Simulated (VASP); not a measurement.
# C (Fd-3m) in VASP: notebook

C is run at these levels: PBE; tasks: single point.

Everything below comes from runs of VASP 6.6.1. Logs are shortened: lines on timing, memory, paths and dates and some standing lists are left out, and cuts for length are marked.

### 1 The cell of the first run

It takes space group Fd-3m (No. 227, cubic). Conventional cell: a = 3.494 Å, b = 3.494 Å, c = 3.494 Å, α = 90.00°, β = 90.00°, γ = 90.00°. Within 2.0 Å of C (site symmetry -43m) lie 4 C at 1.51 Å.

### 2 Single point, PBE

INCAR

```
SYSTEM = C
ALGO = Normal
EDIFF = 1E-6
ENCUT = 520
GGA = PE
ISIF = 2
ISMEAR = 1
LASPH = .TRUE.
LCHARG = .FALSE.
LREAL = .FALSE.
LWAVE = .FALSE.
NBANDS = 11
NELM = 60
PREC = Accurate
SIGMA = 0.1
```

KPOINTS

```
k-points
0
G
  10 10 10
  0 0 0
```

POSCAR

```
C
1.0
    0.0000000000      1.7469644787      1.7469644787
    1.7469644787      0.0000000000      1.7469644787
    1.7469644787      1.7469644787      0.0000000000
C
2
Direct
    0.0000000000      0.0000000000      0.0000000000
    0.2500000000      0.2500000000      0.2500000000
```

Potentials or basis: VASP PAW PBE potentials, release 64 (C).

Run with:

```sh
cat potpaw_PBE.64/C/POTCAR > POTCAR
mpirun -np 1 vasp_std > vasp.out
```

OUTCAR:

```text
SYSTEM = C
   EDIFF = 1E-6
   ENCUT = 520
   GGA = PE
   ISIF = 2
   ISMEAR = 1
   LASPH = .TRUE.
   LREAL = .FALSE.
   NELM = 60
   PREC = Accurate

 ion  position               nearest neighbor table
   1  0.000  0.000  0.000-   2 1.51   2 1.51   2 1.51   2 1.51
   2  0.250  0.250  0.250-   1 1.51   1 1.51   1 1.51   1 1.51

  LATTYP: Found a face centered cubic cell.
 ALAT       =     3.4939289574

  Lattice vectors:

 A1 = (   0.0000000000,   1.7469644787,   1.7469644787)
 A2 = (   1.7469644787,   0.0000000000,   1.7469644787)
 A3 = (   1.7469644787,   1.7469644787,   0.0000000000)

Analysis of symmetry for initial positions (statically):
=====================================================================
 Subroutine PRICEL returns:
 Original cell was already a primitive cell.

 Routine SETGRP: Setting up the symmetry group for a
 face centered cubic supercell.

 Subroutine GETGRP returns: Found 48 space group operations
 (whereof 24 operations were pure point group operations)
 out of a pool of 48 trial point group operations.

The static configuration has the point symmetry T_d .
 The point group associated with its full space group is O_h .

Analysis of symmetry for dynamics (positions and initial velocities):
=====================================================================
 Subroutine PRICEL returns:
 Original cell was already a primitive cell.

 Routine SETGRP: Setting up the symmetry group for a
 face centered cubic supercell.

 Subroutine GETGRP returns: Found 48 space group operations
 (whereof 24 operations were pure point group operations)
 out of a pool of 48 trial point group operations.

The dynamic configuration has the point symmetry T_d .
 The point group associated with its full space group is O_h .

 Subroutine INISYM returns: Found 48 space group operations
 (whereof 24 operations are pure point group operations),
 and found     1 'primitive' translations

----------------------------------------------------------------------------------------

                                     Primitive cell

  volume of cell :      10.6631

  direct lattice vectors                    reciprocal lattice vectors
     0.000000000  1.746964479  1.746964479    -0.286210742  0.286210742  0.286210742
     1.746964479  0.000000000  1.746964479     0.286210742 -0.286210742  0.286210742
     1.746964479  1.746964479  0.000000000     0.286210742  0.286210742 -0.286210742

  length of vectors
     2.470580859  2.470580859  2.470580859     0.495731547  0.495731547  0.495731547

  position of ions in fractional coordinates (direct lattice)
     0.000000000  0.000000000  0.000000000
     0.250000000  0.250000000  0.250000000

  ion indices of the primitive-cell ions
   primitive index   ion index
                 1           1
                 2           2

----------------------------------------------------------------------------------------

 KPOINTS: k-points

Automatic generation of k-mesh.
 Grid dimensions read from file:
 generate k-points for:   10   10   10

 Generating k-lattice:

  Cartesian coordinates                     Fractional coordinates (reciprocal lattice)
    -0.028621074  0.028621074  0.028621074     0.100000000  0.000000000  0.000000000
     0.028621074 -0.028621074  0.028621074     0.000000000  0.100000000  0.000000000
     0.028621074  0.028621074 -0.028621074     0.000000000  0.000000000  0.100000000

  Length of vectors
     0.049573155  0.049573155  0.049573155

  Shift w.r.t. Gamma in fractional coordinates (k-lattice)
     0.000000000  0.000000000  0.000000000

 Subroutine IBZKPT returns following result:
 ===========================================

 Found     47 irreducible k-points:

 Following reciprocal coordinates:
            Coordinates               Weight
  0.000000  0.000000  0.000000      1.000000
  0.100000  0.000000  0.000000      8.000000
  0.200000  0.000000  0.000000      8.000000
  0.300000  0.000000  0.000000      8.000000
  0.400000  0.000000  0.000000      8.000000
  0.500000  0.000000  0.000000      4.000000
[... 16 lines left out ...]
  0.300000  0.300000  0.000000      6.000000
  0.400000  0.300000  0.000000     24.000000
 [... further k-points ...]
   k-points           NKPTS =     47   k-points in BZ     NKDIM =     47   number of bands    NBANDS=     11
   number of dos      NEDOS =    301   number of ions     NIONS =      2
   total plane-waves  NPLWV =   5832
   dimension x,y,z NGX =    18 NGY =   18 NGZ =   18
   dimension x,y,z NGXF=    36 NGYF=   36 NGZF=   36
   ions per type =               2
   NGX,Y,Z   is equivalent  to a cutoff of  12.11, 12.11, 12.11 a.u.
   NGXF,Y,Z  is equivalent  to a cutoff of  24.22, 24.22, 24.22 a.u.
 SYSTEM =  C
   PREC   = accura    normal or accurate (medium, high low for compatibility)
   ISTART =      0    job   : 0-new  1-cont  2-samecut
   ICHARG =      2    charge: 1-file 2-atom 10-const
   ISPIN  =      1    spin polarized calculation?
   LNONCOLLINEAR =      F non collinear calculations
   LSORBIT =      F    spin-orbit coupling
   LASPH  =      T    aspherical Exc in radial PAW
   ENCUT  =  520.0 eV  38.22 Ry    6.18 a.u.   4.59  4.59  4.59*2*pi/ulx,y,z
   NELM   =     60;   NELMIN=  2; NELMDL= -5     # of ELM steps
   EDIFF  = 0.1E-05   stopping-criterion for ELM
   LREAL  =      F    real-space projection
   EDIFFG = 0.1E-04   stopping-criterion for IOM
   NSW    =      0    number of steps for IOM
   IBRION =     -1    ionic relax: 0-MD 1-quasi-New 2-CG
   NFREE  =      0    steps in history (QN), initial steepest desc. (CG)
   ISIF   =      2    stress and relaxation
   ISYM   =      2    0-nonsym 1-usesym 2-fastsym
   POTIM  = 0.5000    time-step for ionic-motion
   TEBEG  =    0.0;   TEEND  =   0.0 temperature during run
   PSTRESS=    0.0 pullay stress
   NELECT =       8.0000    total number of electrons
   NUPDOWN=      -1.0000    fix difference up-down
   EMIN   =  10.00;   EMAX   =-10.00  energy-range for DOS
   EFERMI =   0.00;   METHOD = LEGACY
   ISMEAR =     1;   SIGMA  =   0.10  broadening in eV -4-tet -1-fermi 0-gaus
   EFERMI_NEDOS =   21; number of points for ismear=-14 and -15
   IALGO  =     38    algorithm
   IMIX   =      4    mixing-type and parameters
     AMIX     =   0.40;   BMIX     =  1.00
     AMIX_MAG =   1.60;   BMIX_MAG =  1.00
  volume/ion in A,a.u.               =       5.33        35.98
  Fermi-wavevector in a.u.,A,eV,Ry     =   1.487570  2.811100 30.107851  2.212865
  Thomas-Fermi vector in A             =   2.600714
   LORBIT       =      0    0 simple, 1 ext, 2 COOP (PROOUT), +10 PAW based schemes
   GGA     = PE    functional components
   LHFCALC =     F    Hartree Fock is set to
   AEXX    =    0.0000 exact exchange contribution
   IVDW    =     0    specifies the selected vdW correction
   LEPSILON=     F    determine dielectric tensor
   LRPA    =     F    only Hartree local field effects (RPA)
 non-spin polarized calculation
 Methfessel and Paxton  Order N= 1 SIGMA  =   0.10
  energy-cutoff  :      520.00
  volume of cell :       10.66
 maximum number of plane-waves:       302
   NGX =  9   NGY =  9   NGZ =  9

 number of electron       8.0000001 magnetization

 Free energy of the ion-electron system (eV)
  ---------------------------------------------------
  ext. energy  EPLUGINS =         0.00000000
  ---------------------------------------------------
  free energy    TOTEN  =       -18.11152160 eV

  energy without entropy =      -18.11153899  energy(sigma->0) =      -18.11152740

 E-fermi :  10.7303     XC(G=0): -13.5638

 val. band max:       10.6461432056   @ k =   0.0000   0.0000   0.0000
 cond. band min:      14.9489343398   @ k =   0.4000   0.4000   0.0000
 fundamental gap:      4.3027911342
 Fermi energy:        10.7303307978

 k-point     1 :       0.0000    0.0000    0.0000
  band No.  band energies     occupation
      1     -11.6810      2.00000
      2      10.6461      2.00000
      3      10.6461      2.00000
      4      10.6461      2.00000
      5      16.4073      0.00000
      6      16.4073      0.00000
      7      16.4073      0.00000
      8      25.4254      0.00000
      9      30.7530      0.00000
     10      37.8720      0.00000
     11      37.8720      0.00000

 k-point     2 :       0.1000    0.0000    0.0000
  band No.  band energies     occupation
      1     -11.3924      2.00000
      2       8.8857      2.00000
      3      10.1683      2.00000
      4      10.1683      2.00000
      5      17.0346      0.00000
      6      17.0346      0.00000
      7      17.4544      0.00000
      8      25.5910      0.00000
      9      31.2064      0.00000
     10      35.2094      0.00000
     11      35.2094      0.00000

 k-point     3 :       0.2000    0.0000    0.0000
  band No.  band energies     occupation
      1     -10.5309      2.00000
      2       5.5378      2.00000
      3       9.2381      2.00000
      4       9.2381      2.00000
      5      18.2299      0.00000
      6      18.2299      0.00000
      7      18.8623      0.00000
      8      26.0357      0.00000
      9      31.9844      0.00000
     10      33.6340      0.00000
     11      33.6340      0.00000

 k-point     4 :       0.3000    0.0000    0.0000
  band No.  band energies     occupation
      1      -9.1147      2.00000
      2       1.9907      2.00000
      3       8.4041      2.00000
      4       8.4041      2.00000
      5      19.0719      0.00000
      6      19.0719      0.00000
      7      19.7534      0.00000
      8      26.5502      0.00000
      9      32.3693      0.00000
     10      33.9636      0.00000
     11      33.9636      0.00000
[... 239 lines left out ...]
 k-point    22 :      -0.2000    0.2000    0.0000
  band No.  band energies     occupation
      1      -8.6471      2.00000
      2       3.4069      2.00000
      3       4.2920      2.00000
      4       8.5433      2.00000
      5      19.4739      0.00000
      6      19.6371      0.00000
      7      21.6780      0.00000
      8      25.2120      0.00000
      9      31.0704      0.00000
     10      32.4405      0.00000
     11      35.7147      0.00000

 k-point    23 :       0.3000    0.3000    0.0000
  band No.  band energies     occupation
      1      -8.2651      2.00000
      2       4.4306      2.00000
      3       5.4529      2.00000
      4       5.4529      2.00000
      5      15.0288      0.00000
      6      19.5896      0.00000
      7      24.4138      0.00000
      8      24.4138      0.00000
      9      32.7455      0.00000
     10      34.4669      0.00000
     11      42.2617      0.00000

 k-point    24 :       0.4000    0.3000    0.0000
  band No.  band energies     occupation
      1      -6.8850      2.00000
      2       2.3545      2.00000
      3       4.3088      2.00000
      4       4.9571      2.00000
      5      15.6044      0.00000
      6      18.8967      0.00000
      7      25.4584      0.00000
      8      25.5759      0.00000
      9      33.6337      0.00000
     10      34.5415      0.00000
     11      42.3782      0.00000

 [... further k-points ...]
[... 5 lines left out ...]
  --------------------------------------------------------------------------------------
  -------------------------------------------------------------------------------------
  Total        2.2079410      2.2079410      2.2079410     -0.0000000      0.0000000      0.0000000
  in kB      331.7537443    331.7537443    331.7537443     -0.0000000      0.0000000      0.0000000
  external PRESSURE =     331.7537443 kB  Pullay stress =       0.0000000 kB

 VOLUME and BASIS-vectors are now :
 -----------------------------------------------------------------------------
  energy-cutoff  :      520.00
  volume of cell :       10.66
      direct lattice vectors                 reciprocal lattice vectors
     0.000000000  1.746964479  1.746964479    -0.286210742  0.286210742  0.286210742
     1.746964479  0.000000000  1.746964479     0.286210742 -0.286210742  0.286210742
     1.746964479  1.746964479  0.000000000     0.286210742  0.286210742 -0.286210742

 POSITION                                       TOTAL-FORCE (eV/Angst)
 -----------------------------------------------------------------------------------
      0.00000      0.00000      0.00000        -0.000000     -0.000000     -0.000000
      0.87348      0.87348      0.87348         0.000000      0.000000      0.000000
 -----------------------------------------------------------------------------------
    total drift:                               -0.000000     -0.000000     -0.000000

  FREE ENERGIE OF THE ION-ELECTRON SYSTEM (eV)
  ---------------------------------------------------
  free  energy   TOTEN  =       -18.1115215986 eV

  energy  without entropy=      -18.1115389923  energy(sigma->0) =      -18.11152740
```

Wall time 5.3 s (1 thread of AMD EPYC 7R43 (Zen 3), shared host); peak memory 0.08 GiB.

Results:

| Property | Result |
| --- | --- |
| Free energy | -18.1115 eV |
| Pressure | 33.2 GPa |
| Band gap on the k mesh | 4.30 eV, indirect (least direct gap 5.76 eV) |

Levels at points of the mesh, in eV from the valence-band top:
| k point | band 1 | band 2 | band 3 | band 4 | band 5 | band 6 | band 7 | band 8 |
| --- | --- | --- | --- | --- | --- | --- | --- | --- |
| (0.00, 0.00, 0.00) | -22.33 | 0.00 | 0.00 | 0.00 | 5.76 | 5.76 | 5.76 | 14.78 |
| (0.50, 0.00, 0.00) | -16.19 | -14.08 | -2.96 | -2.96 | 8.72 | 8.72 | 9.70 | 16.26 |
| (0.50, 0.50, 0.00) | -13.21 | -13.21 | -6.68 | -6.68 | 4.89 | 4.89 | 17.77 | 17.77 |

A k mesh can miss the band edges.

[end of part 1 of 2]
